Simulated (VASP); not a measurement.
# GaP (F-43m) in VASP: single point with r2SCAN

Aim: the single point of GaP with r2SCAN.

Program: VASP 6.6.1. These are calculated values, not measurements. Logs are shortened: lines on timing, memory, paths and dates and some standing lists are left out, and cuts for length are marked.

**The experiment to reproduce.**

“Stacking defects in GaP nanowires: Electronic structure and optical properties”, 2018, arxiv:1810.01194 quotes, for a bulk crystal of GaP at 10 K: band gap 2.34 eV (indirect).

How close the calculation comes is told below.

**1. The cell of the first run**

The structure is cubic, space group F-43m (No. 216). The conventional cell has a = 5.451 Å, b = 5.451 Å, c = 5.451 Å, α = 90.00°, β = 90.00°, γ = 90.00°. Ga (site symmetry -43m) has 4 P at 2.36 Å within 3.1 Å. P (site symmetry -43m) has 4 Ga at 2.36 Å within 3.1 Å.

**2. Single point, r2SCAN**

POSCAR

```
GaP
1.0
    0.0000000000      2.7252500000      2.7252500000
    2.7252500000      0.0000000000      2.7252500000
    2.7252500000      2.7252500000      0.0000000000
Ga P
1 1
Direct
    0.0000000000      0.0000000000      0.0000000000
    0.7500000000      0.7500000000      0.7500000000
```

INCAR.step1

```
ALGO     = Normal         # electronic algorithm
EDIFF    = 1E-4           # SCF threshold, eV
ENCUT    = 520            # plane-wave cutoff, eV
GGA      = PE             # functional
ISMEAR   = 0              # smearing method
LASPH    = T              # aspherical terms in the spheres
LCHARG   = F              # write CHGCAR
LREAL    = F              # projectors in reciprocal space
LWAVE    = T              # write WAVECAR
NBANDS   = 16             # bands
NELM     = 60             # most SCF steps
PREC     = Accurate       # precision mode
SIGMA    = 0.05           # smearing width, eV
```

INCAR.step2

```
ALGO     = Normal         # electronic algorithm
EDIFF    = 1E-6           # SCF threshold, eV
ENCUT    = 520            # plane-wave cutoff, eV
ISIF     = 2              # what is computed and relaxed
ISMEAR   = 0              # smearing method
ISTART   = 1            
LASPH    = T              # aspherical terms in the spheres
LCHARG   = T              # write CHGCAR
LELF     = T              # ELF
LMIXTAU  = T            
LREAL    = F              # projectors in reciprocal space
LVHAR    = T            
LWAVE    = F              # write WAVECAR
METAGGA  = R2SCAN         # meta-GGA
NBANDS   = 16             # bands
NELM     = 60             # most SCF steps
PREC     = Accurate       # precision mode
SIGMA    = 0.05           # smearing width, eV
```

KPOINTS

```
k-points
0
Gamma
  8 8 8
```

Potentials or basis: VASP PAW PBE potentials, release 64 (Ga_d, P).

Command:

```
cat potpaw_PBE.64/Ga_d/POTCAR potpaw_PBE.64/P/POTCAR > POTCAR
cp INCAR.step1 INCAR
mpirun -np 1 vasp_std > vasp.out
cp INCAR.step2 INCAR
mpirun -np 1 vasp_std > vasp.out
```

OUTCAR:

```text
EDIFF = 1E-6
   ENCUT = 520
   ISIF = 2
   ISMEAR = 0
   ISTART = 1
   LASPH = T
   LREAL = F
   METAGGA = R2SCAN
   NELM = 60
   PREC = Accurate

 ion  position               nearest neighbor table
   1  0.000  0.000  0.000-   2 2.36   2 2.36   2 2.36   2 2.36
   2  0.750  0.750  0.750-   1 2.36   1 2.36   1 2.36   1 2.36

  LATTYP: Found a face centered cubic cell.
 ALAT       =     5.4505000000

  Lattice vectors:

 A1 = (   0.0000000000,   2.7252500000,   2.7252500000)
 A2 = (   2.7252500000,   0.0000000000,   2.7252500000)
 A3 = (   2.7252500000,   2.7252500000,   0.0000000000)

Analysis of symmetry for initial positions (statically):
=====================================================================
 Subroutine PRICEL returns:
 Original cell was already a primitive cell.

 Routine SETGRP: Setting up the symmetry group for a
 face centered cubic supercell.

 Subroutine GETGRP returns: Found 24 space group operations
 (whereof 24 operations were pure point group operations)
 out of a pool of 48 trial point group operations.

The static configuration has the point symmetry T_d .

Analysis of symmetry for dynamics (positions and initial velocities):
=====================================================================
 Subroutine PRICEL returns:
 Original cell was already a primitive cell.

 Routine SETGRP: Setting up the symmetry group for a
 face centered cubic supercell.

 Subroutine GETGRP returns: Found 24 space group operations
 (whereof 24 operations were pure point group operations)
 out of a pool of 48 trial point group operations.

The dynamic configuration has the point symmetry T_d .

 Subroutine INISYM returns: Found 24 space group operations
 (whereof 24 operations are pure point group operations),
 and found     1 'primitive' translations

----------------------------------------------------------------------------------------

                                     Primitive cell

  volume of cell :      40.4808

  direct lattice vectors                    reciprocal lattice vectors
     0.000000000  2.725250000  2.725250000    -0.183469406  0.183469406  0.183469406
     2.725250000  0.000000000  2.725250000     0.183469406 -0.183469406  0.183469406
     2.725250000  2.725250000  0.000000000     0.183469406  0.183469406 -0.183469406

  length of vectors
     3.854085511  3.854085511  3.854085511     0.317778334  0.317778334  0.317778334

  position of ions in fractional coordinates (direct lattice)
     0.000000000  0.000000000  0.000000000
[... 73 lines left out ...]
   LNONCOLLINEAR =      F non collinear calculations
   LSORBIT =      F    spin-orbit coupling
   LASPH  =      T    aspherical Exc in radial PAW
   ENCUT  =  520.0 eV  38.22 Ry    6.18 a.u.   7.17  7.17  7.17*2*pi/ulx,y,z
   NELM   =     60;   NELMIN=  2; NELMDL=  0     # of ELM steps
   EDIFF  = 0.1E-05   stopping-criterion for ELM
   LREAL  =      F    real-space projection
   EDIFFG = 0.1E-04   stopping-criterion for IOM
   NSW    =      0    number of steps for IOM
   IBRION =     -1    ionic relax: 0-MD 1-quasi-New 2-CG
   NFREE  =      0    steps in history (QN), initial steepest desc. (CG)
   ISIF   =      2    stress and relaxation
   ISYM   =      2    0-nonsym 1-usesym 2-fastsym
   POTIM  = 0.5000    time-step for ionic-motion
   TEBEG  =    0.0;   TEEND  =   0.0 temperature during run
   PSTRESS=    0.0 pullay stress
   NELECT =      18.0000    total number of electrons
   NUPDOWN=      -1.0000    fix difference up-down
   EMIN   =  10.00;   EMAX   =-10.00  energy-range for DOS
   EFERMI =   0.00;   METHOD = LEGACY
   ISMEAR =     0;   SIGMA  =   0.05  broadening in eV -4-tet -1-fermi 0-gaus
   EFERMI_NEDOS =   21; number of points for ismear=-14 and -15
   IALGO  =     38    algorithm
   IMIX   =      4    mixing-type and parameters
     AMIX     =   0.40;   BMIX     =  1.00
     AMIX_MAG =   1.60;   BMIX_MAG =  1.00
  volume/ion in A,a.u.               =      20.24       136.59
  Fermi-wavevector in a.u.,A,eV,Ry     =   1.249538  2.361284 21.243377  1.561344
  Thomas-Fermi vector in A             =   2.383574
   LORBIT       =      0    0 simple, 1 ext, 2 COOP (PROOUT), +10 PAW based schemes
   METAGGA = R2SCAN    functional components
   LHFCALC =     F    Hartree Fock is set to
   AEXX    =    0.0000 exact exchange contribution
   IVDW    =     0    specifies the selected vdW correction
   LEPSILON=     F    determine dielectric tensor
   LRPA    =     F    only Hartree local field effects (RPA)
 non-spin polarized calculation
 Gauss-broadening in eV      SIGMA  =   0.05
  energy-cutoff  :      520.00
  volume of cell :       40.48
 maximum number of plane-waves:      1106
 NGX is ok and might be reduce to    30
   NGX = 15   NGY = 15   NGZ = 15

 number of electron      17.9999989 magnetization

 Free energy of the ion-electron system (eV)
  ---------------------------------------------------
  ext. energy  EPLUGINS =         0.00000000
  ---------------------------------------------------
  free energy    TOTEN  =       -21.46308944 eV

  energy without entropy =      -21.46308944  energy(sigma->0) =      -21.46308944

 E-fermi :   4.6619     XC(G=0): -10.5489

 val. band max:        4.4620856948   @ k =   0.0000   0.0000   0.0000
 cond. band min:       6.3643202775   @ k =   0.3750   0.3750   0.0000
 fundamental gap:      1.9022345827
 Fermi energy:         4.6619248465

 k-point     1 :       0.0000    0.0000    0.0000
  band No.  band energies     occupation
      1     -10.5272      2.00000
      2     -10.5272      2.00000
      3     -10.5272      2.00000
      4     -10.4135      2.00000
      5     -10.4135      2.00000
      6      -8.5595      2.00000
[... 433 lines left out ...]
      3     -10.4806      2.00000
      4     -10.4190      2.00000
      5     -10.4058      2.00000
      6      -5.9751      2.00000
[... 8 lines left out ...]
     15      17.1309      0.00000
     16      17.7130      0.00000

 [... further k-points ...]
[... 5 lines left out ...]
  --------------------------------------------------------------------------------------
  -------------------------------------------------------------------------------------
  Total       -0.0032494     -0.0032494     -0.0032494      0.0000000      0.0000000      0.0000000
  in kB       -0.1286059     -0.1286059     -0.1286059      0.0000000      0.0000000      0.0000000
  external PRESSURE =      -0.1286059 kB  Pullay stress =       0.0000000 kB

 VOLUME and BASIS-vectors are now :
 -----------------------------------------------------------------------------
  energy-cutoff  :      520.00
  volume of cell :       40.48
      direct lattice vectors                 reciprocal lattice vectors
     0.000000000  2.725250000  2.725250000    -0.183469406  0.183469406  0.183469406
     2.725250000  0.000000000  2.725250000     0.183469406 -0.183469406  0.183469406
     2.725250000  2.725250000  0.000000000     0.183469406  0.183469406 -0.183469406

 POSITION                                       TOTAL-FORCE (eV/Angst)
 -----------------------------------------------------------------------------------
      0.00000      0.00000      0.00000        -0.000000      0.000000      0.000000
      4.08788      4.08788      4.08788         0.000000     -0.000000     -0.000000
 -----------------------------------------------------------------------------------
    total drift:                               -0.000010     -0.000010     -0.000010

  FREE ENERGIE OF THE ION-ELECTRON SYSTEM (eV)
  ---------------------------------------------------
  free  energy   TOTEN  =       -21.4630894352 eV

  energy  without entropy=      -21.4630894351  energy(sigma->0) =      -21.46308944
```

OUTCAR.step1:

```text
EDIFF = 1E-4
   ENCUT = 520
   GGA = PE
   ISMEAR = 0
   LASPH = T
[... 677 lines left out ...]
 -----------------------------------------------------------------------------------
      0.00000      0.00000      0.00000         0.000000      0.000000     -0.000000
      4.08788      4.08788      4.08788        -0.000000     -0.000000      0.000000
 -----------------------------------------------------------------------------------
    total drift:                               -0.000002     -0.000002     -0.000002

  FREE ENERGIE OF THE ION-ELECTRON SYSTEM (eV)
  ---------------------------------------------------
  free  energy   TOTEN  =        -9.1160482334 eV

  energy  without entropy=       -9.1160482334  energy(sigma->0) =       -9.11604823
```

It took 2.9 min on 1 thread of Intel Xeon 8259CL, shared host; peak memory 0.18 GiB.

What came out:

- Free energy: -21.4631 eV
- Pressure: 0.0 GPa
- Band gap on the k mesh: 1.90 eV (least direct gap 2.34 eV)

Caveat: the PAW data sets were made with another functional, which shifts forces and pressure a little.

**3. Comparison with measurements**

Step 2. Measured gap of GaP: 2.34 eV (indirect; 10 K; quoted in “Stacking defects in GaP nanowires: Electronic structure and optical properties”, 2018, arxiv:1810.01194). This calculation gives 1.90 eV (-0.44 eV). Spin-orbit coupling on Ga is left out. The value is that of r2SCAN on a finite k mesh, which can miss the band edges, without temperature or zero-point motion.
